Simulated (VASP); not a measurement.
A run of VASP 6.6.1:

INCAR

```
  ALGO = Normal
  EDIFF = 1E-7
  ENCUT = 520
  GGA = PE
  ISIF = 2
  ISMEAR = 0
  IVDW = 12
  LASPH = True
  LCHARG = False
  LREAL = False
  LWAVE = False
  NBANDS = 10
  NELM = 80
  PREC = Accurate
  SIGMA = 0.15
```

The input KPOINTS:

```
k-points
0
Gamma
  12 12 12
```

File POSCAR:

```
K
1.0
    0.0000000000      3.2901166335      3.4427509103
    3.2901166335      0.0000000000      3.4427509103
    3.2901166335      3.2901166335      0.0000000000
K
1
Direct
    0.0000000000      0.0000000000      0.0000000000
```

Potentials or basis: VASP PAW PBE potentials, release 64 (K_sv).

Launch:

```console
$ cat potpaw_PBE.64/K_sv/POTCAR > POTCAR
$ mpirun -np 1 vasp_std > vasp.out
```

Hardware: 1 thread of Intel(R) Xeon(R) Platinum 8259CL CPU @ 2.50GHz (Skylake/Cascade Lake), with other jobs on the host.

Q: How long does it take, and how much memory?

A: It took 2.5 min on 1 thread of Intel(R) Xeon(R) Platinum 8259CL CPU @ 2.50GHz (Skylake/Cascade Lake) (shared host), peak memory 0.27 GiB. Counts: scf iterations 11, k points 163.
